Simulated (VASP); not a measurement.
# Sr2CaN2 (P-3m1) in VASP: relaxation of cell and atoms with r2SCAN

Aim: the relaxation of cell and atoms of Sr2CaN2 with r2SCAN.

Program: VASP 6.6.1. These are calculated values, not measurements. Logs are shortened: lines on timing, memory, paths and dates and some standing lists are left out, and cuts for length are marked.

## 1. The cell of the first run

The structure is trigonal, space group P-3m1 (No. 164). Conventional cell: a = 3.802 Å, b = 3.802 Å, c = 9.526 Å, α = 90.00°, β = 90.00°, γ = 120.00°. Within 3.3 Å of Sr (site symmetry 3m) lie 3 N at 2.47 Å. Within 3.5 Å of Ca (site symmetry -3m) lie 6 N at 2.69 Å and 6 Sr at 3.47 Å. N (site symmetry 3m) has 3 Sr at 2.47 Å and 3 Ca at 2.69 Å within 3.3 Å.

## 2. Relaxation of cell and atoms, r2SCAN

POSCAR reads:

```
Sr2CaN2
1.0
    3.8021792700      0.0000000000      0.0000000000
   -1.9010896300      3.2927838400      0.0000000000
    0.0000000000      0.0000000000      9.5255850000
Sr Ca N
2 1 2
Direct
    0.6666666700      0.3333333300      0.2174840000
    0.3333333300      0.6666666700      0.7825160000
    0.0000000000      0.0000000000      0.5000000000
    0.6666666700      0.3333333300      0.6627390000
    0.3333333300      0.6666666700      0.3372610000
```

INCAR.step1 reads:

```
PREC = Accurate
ENCUT = 600
ISMEAR = -1
SIGMA = 0.02
LREAL = F
LASPH = T
NELM = 100
GGA = PE
ALGO = Normal
EDIFF = 1E-4
LWAVE = T
LCHARG = F
```

INCAR.step2 reads:

```
PREC = Accurate
ENCUT = 600
EDIFF = 1E-6
ISMEAR = -1
SIGMA = 0.02
LREAL = F
LASPH = T
NELM = 100
ALGO = Normal
ISIF = 3
LWAVE = F
LCHARG = F
METAGGA = R2SCAN
LMIXTAU = T
IBRION = 2
NSW = 80
EDIFFG = -0.03
ISTART = 1
```

KPOINTS reads:

```
Automatic mesh
0
Gamma
  8 8 3
```

Potentials or basis: VASP PAW PBE potentials, release 64 (Sr_sv, Ca_sv, N).

Command:

```sh
$ cat potpaw_PBE.64/Sr_sv/POTCAR potpaw_PBE.64/Ca_sv/POTCAR potpaw_PBE.64/N/POTCAR > POTCAR
$ cp INCAR.step1 INCAR
$ mpirun -np 1 vasp_std > vasp.out
$ cp INCAR.step2 INCAR
$ mpirun -np 1 vasp_std > vasp.out
```

OUTCAR:

```text
PREC = Accurate
   ENCUT = 600
   EDIFF = 1E-6
   ISMEAR = -1
   LREAL = F
   LASPH = T
   NELM = 100
   ISIF = 3
   METAGGA = R2SCAN
   IBRION = 2
   NSW = 80
   EDIFFG = -0.03
   ISTART = 1

 ion  position               nearest neighbor table
   1  0.667  0.333  0.217-   5 2.47   5 2.47   5 2.47   3 3.47   3 3.47   3 3.47   2 4.69   2 4.69
                             2 4.69
   2  0.333  0.667  0.783-   4 2.47   4 2.47   4 2.47   3 3.47   3 3.47   3 3.47   1 4.69   1 4.69
                             1 4.69
   3  0.000  0.000  0.500-   1 3.47   2 3.47   2 3.47   1 3.47   1 3.47   2 3.47
   4  0.667  0.333  0.663-   2 2.47   2 2.47   2 2.47
   5  0.333  0.667  0.337-   1 2.47   1 2.47   1 2.47

  LATTYP: Found a hexagonal cell.
 ALAT       =     3.8021792700
 C/A-ratio  =     2.5052961272

  Lattice vectors:

 A1 = (   3.8021792700,   0.0000000000,   0.0000000000)
 A2 = (  -1.9010896300,   3.2927838400,   0.0000000000)
 A3 = (   0.0000000000,   0.0000000000,   9.5255850000)

Analysis of symmetry for initial positions (statically):
=====================================================================
 Subroutine PRICEL returns:
 Original cell was already a primitive cell.

 Routine SETGRP: Setting up the symmetry group for a
 hexagonal supercell.

 Subroutine GETGRP returns: Found 12 space group operations
 (whereof 12 operations were pure point group operations)
 out of a pool of 24 trial point group operations.

The static configuration has the point symmetry D_3d.

Analysis of symmetry for dynamics (positions and initial velocities):
=====================================================================
 Subroutine PRICEL returns:
 Original cell was already a primitive cell.

 Routine SETGRP: Setting up the symmetry group for a
 hexagonal supercell.

 Subroutine GETGRP returns: Found 12 space group operations
 (whereof 12 operations were pure point group operations)
 out of a pool of 24 trial point group operations.

The dynamic configuration has the point symmetry D_3d.

 Subroutine INISYM returns: Found 12 space group operations
 (whereof 12 operations are pure point group operations),
 and found     1 'primitive' translations

----------------------------------------------------------------------------------------

                                     Primitive cell

  volume of cell :     119.2580

  direct lattice vectors                    reciprocal lattice vectors
     3.802179270  0.000000000  0.000000000     0.263007062  0.151847198  0.000000000
    -1.901089630  3.292783840  0.000000000     0.000000000  0.303694396  0.000000000
     0.000000000  0.000000000  9.525585000     0.000000000  0.000000000  0.104980429

  length of vectors
     3.802179270  3.802179270  9.525585000     0.303694396  0.303694396  0.104980429

  position of ions in fractional coordinates (direct lattice)
     0.666666670  0.333333330  0.217484000
     0.333333330  0.666666670  0.782516000
     0.000000000  0.000000000  0.500000000
     0.666666670  0.333333330  0.662739000
     0.333333330  0.666666670  0.337261000

  ion indices of the primitive-cell ions
   primitive index   ion index
                 1           1
                 2           2
                 3           3
                 4           4
                 5           5

----------------------------------------------------------------------------------------

 KPOINTS: Automatic mesh

Automatic generation of k-mesh.
 Grid dimensions read from file:
 generate k-points for:    8    8    3

 Generating k-lattice:

  Cartesian coordinates                     Fractional coordinates (reciprocal lattice)
     0.032875883  0.018980900  0.000000000     0.125000000  0.000000000  0.000000000
     0.000000000  0.037961800  0.000000000     0.000000000  0.125000000  0.000000000
     0.000000000  0.000000000  0.034993476     0.000000000  0.000000000  0.333333333

  Length of vectors
     0.037961800  0.037961800  0.034993476

  Shift w.r.t. Gamma in fractional coordinates (k-lattice)
     0.000000000  0.000000000  0.000000000

 Subroutine IBZKPT returns following result:
 ===========================================

 Found     25 irreducible k-points:

 Following reciprocal coordinates:
            Coordinates               Weight
  0.000000  0.000000  0.000000      1.000000
  0.125000  0.000000  0.000000      6.000000
  0.250000  0.000000  0.000000      6.000000
  0.375000  0.000000  0.000000      6.000000
  0.500000  0.000000  0.000000      3.000000
  0.125000  0.125000  0.000000      6.000000
[... 16 lines left out ...]
 -0.125000  0.500000  0.333333     12.000000
  0.250000  0.250000  0.333333     12.000000
   k-points           NKPTS =     25   k-points in BZ     NKDIM =     25   number of bands    NBANDS=     24
   number of dos      NEDOS =    301   number of ions     NIONS =      5
   total plane-waves  NPLWV =  72000
   dimension x,y,z NGX =    30 NGY =   30 NGZ =   80
   dimension x,y,z NGXF=    60 NGYF=   60 NGZF=  160
   ions per type =               2   1   2
   NGX,Y,Z   is equivalent  to a cutoff of  13.12, 13.12, 13.96 a.u.
   NGXF,Y,Z  is equivalent  to a cutoff of  26.23, 26.23, 27.92 a.u.
 SYSTEM =  unknown system
   PREC   = accura    normal or accurate (medium, high low for compatibility)
   ISTART =      1    job   : 0-new  1-cont  2-samecut
   ICHARG =      0    charge: 1-file 2-atom 10-const
   ISPIN  =      1    spin polarized calculation?
   LNONCOLLINEAR =      F non collinear calculations
   LSORBIT =      F    spin-orbit coupling
   LASPH  =      T    aspherical Exc in radial PAW
   ENCUT  =  600.0 eV  44.10 Ry    6.64 a.u.   7.59  7.59 19.02*2*pi/ulx,y,z
   NELM   =    100;   NELMIN=  2; NELMDL=  0     # of ELM steps
   EDIFF  = 0.1E-05   stopping-criterion for ELM
   LREAL  =      F    real-space projection
   EDIFFG = -.3E-01   stopping-criterion for IOM
   NSW    =     80    number of steps for IOM
   IBRION =      2    ionic relax: 0-MD 1-quasi-New 2-CG
   NFREE  =      1    steps in history (QN), initial steepest desc. (CG)
   ISIF   =      3    stress and relaxation
   ISYM   =      2    0-nonsym 1-usesym 2-fastsym
   POTIM  = 0.5000    time-step for ionic-motion
   TEBEG  =    0.0;   TEEND  =   0.0 temperature during run
   PSTRESS=    0.0 pullay stress
   NELECT =      40.0000    total number of electrons
   NUPDOWN=      -1.0000    fix difference up-down
   EMIN   =  10.00;   EMAX   =-10.00  energy-range for DOS
   EFERMI =   0.00;   METHOD = LEGACY
   ISMEAR =    -1;   SIGMA  =   0.02  broadening in eV -4-tet -1-fermi 0-gaus
   EFERMI_NEDOS =   21; number of points for ismear=-14 and -15
   IALGO  =     38    algorithm
   IMIX   =      4    mixing-type and parameters
     AMIX     =   0.40;   BMIX     =  1.00
     AMIX_MAG =   1.60;   BMIX_MAG =  1.00
  volume/ion in A,a.u.               =      23.85       160.96
  Fermi-wavevector in a.u.,A,eV,Ry     =   1.137450  2.149469 17.603118  1.293793
  Thomas-Fermi vector in A             =   2.274155
   LORBIT       =      0    0 simple, 1 ext, 2 COOP (PROOUT), +10 PAW based schemes
   METAGGA = R2SCAN    functional components
   LHFCALC =     F    Hartree Fock is set to
   AEXX    =    0.0000 exact exchange contribution
   IVDW    =     0    specifies the selected vdW correction
   LEPSILON=     F    determine dielectric tensor
   LRPA    =     F    only Hartree local field effects (RPA)
 conjugate gradient relaxation of ions
 non-spin polarized calculation
  energy-cutoff  :      600.00
  volume of cell :      119.26
 maximum number of plane-waves:      4005
   NGX = 15   NGY = 15   NGZ = 39

--------------------------------------- Ionic step        1  -------------------------------------------

 number of electron      39.9999998 magnetization

 Free energy of the ion-electron system (eV)
  ---------------------------------------------------
  ext. energy  EPLUGINS =         0.00000000
  ---------------------------------------------------
  free energy    TOTEN  =       -58.77356873 eV

  energy without entropy =      -58.76938914  energy(sigma->0) =      -58.77147894

------------------------ aborting loop because EDIFF is reached ----------------------------------------

  FORCE on cell =-STRESS in cart. coord.  units (eV):
  Direction    XX          YY          ZZ          XY          YZ          ZX
  --------------------------------------------------------------------------------------
  -------------------------------------------------------------------------------------
  Total       -0.4184031     -0.4184031     -0.6036340     -0.0000000      0.0000000     -0.0000000
  in kB       -5.6210572     -5.6210572     -8.1095507     -0.0000000      0.0000000     -0.0000000
  external PRESSURE =      -6.4505551 kB  Pullay stress =       0.0000000 kB
[... 63 lines left out ...]
  energy  without entropy=      -58.7725908781  energy(sigma->0) =      -58.77467401

--------------------------------------- Ionic step        3  -------------------------------------------

 number of electron      39.9999998 magnetization

 Free energy of the ion-electron system (eV)
  ---------------------------------------------------
  ext. energy  EPLUGINS =         0.00000000
  ---------------------------------------------------
  free energy    TOTEN  =       -58.77718243 eV

  energy without entropy =      -58.77302275  energy(sigma->0) =      -58.77510259

 E-fermi :   1.7612     XC(G=0):  -9.2121

 val. band max:        1.7227000044   @ k =   0.5000   0.0000   0.3333
 cond. band min:       1.7772438629   @ k =   0.1250   0.0000   0.0000
 fundamental gap:      0.0545438585
 Fermi energy:         1.7612398059

 k-point     1 :       0.0000    0.0000    0.0000
  band No.  band energies     occupation
      1     -38.7149      2.00000
      2     -33.2054      2.00000
      3     -33.2033      2.00000
      4     -18.9717      2.00000
      5     -18.7805      2.00000
      6     -18.7805      2.00000
[... 637 lines left out ...]
     23       5.1615      0.00000
     24       5.6150      0.00000

 [... further k-points ...]

------------------------ aborting loop because EDIFF is reached ----------------------------------------

  FORCE on cell =-STRESS in cart. coord.  units (eV):
  Direction    XX          YY          ZZ          XY          YZ          ZX
  --------------------------------------------------------------------------------------
  -------------------------------------------------------------------------------------
  Total        0.1057624      0.1057624     -0.0936785      0.0000000     -0.0000000     -0.0000000
  in kB        1.4356666      1.4356666     -1.2716334      0.0000000     -0.0000000     -0.0000000
  external PRESSURE =       0.5332333 kB  Pullay stress =       0.0000000 kB
[... 20 lines left out ...]
  FREE ENERGIE OF THE ION-ELECTRON SYSTEM (eV)
  ---------------------------------------------------
  free  energy   TOTEN  =       -58.7771824311 eV

  energy  without entropy=      -58.7730227511  energy(sigma->0) =      -58.77510259

 reached required accuracy - stopping structural energy minimisation
```

It took 11 min on 1 thread of AMD EPYC 9R14 (Zen 4), shared host; peak memory 0.32 GiB.

Results:

```yaml
Free_energy: -58.7772 eV
Relaxed_volume: 23.61 Å³/atom
Relaxed_cell: a = 3.791 Å, b = 3.791 Å, c = 9.484 Å, α = 90.00°, β = 90.00°, γ = 120.00°
Space_group_after_relaxing_to_0.05_Å: P-3m1 (No. 164)
Energy_gained_by_relaxing: 0.7 meV/atom
Ionic_steps: 3
Pressure_after_relaxing: 0.1 GPa
Largest_force_after_relaxing: 0.027 eV/Å
Band_gap_on_the_k_mesh: zero (band 20 reaches 1.72 eV, above the bottom of band 21 at 1.60 eV)
```

Forces on the atoms (eV/Å):
```
Sr   0.000  0.000  0.027
Sr   0.000  0.000 -0.027
Ca   0.000  0.000  0.000
N    0.000  0.000 -0.019
N    0.000  0.000  0.019
```

Step by step:
```
step  energy change (eV)  largest force (eV/Å)  pressure (GPa)  volume (Å³)
   1              0.0000                0.1615           -0.65       119.26
   2             -0.0032                0.0454            0.30       117.61
   3             -0.0036                0.0265            0.05       118.03
```

Final structure:
```cif
data_structure
_symmetry_space_group_name_H-M 'P 1'
_symmetry_Int_Tables_number 1
_cell_length_a 3.7908
_cell_length_b 3.7908
_cell_length_c 9.4843
_cell_angle_alpha 90.000
_cell_angle_beta 90.000
_cell_angle_gamma 120.000
_cell_volume 118.03
loop_
_atom_site_label
_atom_site_type_symbol
_atom_site_fract_x
_atom_site_fract_y
_atom_site_fract_z
_atom_site_occupancy
Sr1 Sr 0.66667 0.33333 0.21809 1
Sr2 Sr 0.33333 0.66667 0.78191 1
Ca1 Ca 0.00000 0.00000 0.50000 1
N1 N 0.66667 0.33333 0.66294 1
N2 N 0.33333 0.66667 0.33706 1
```

Caveat: the PAW data sets were made with another functional, which shifts forces and pressure a little.
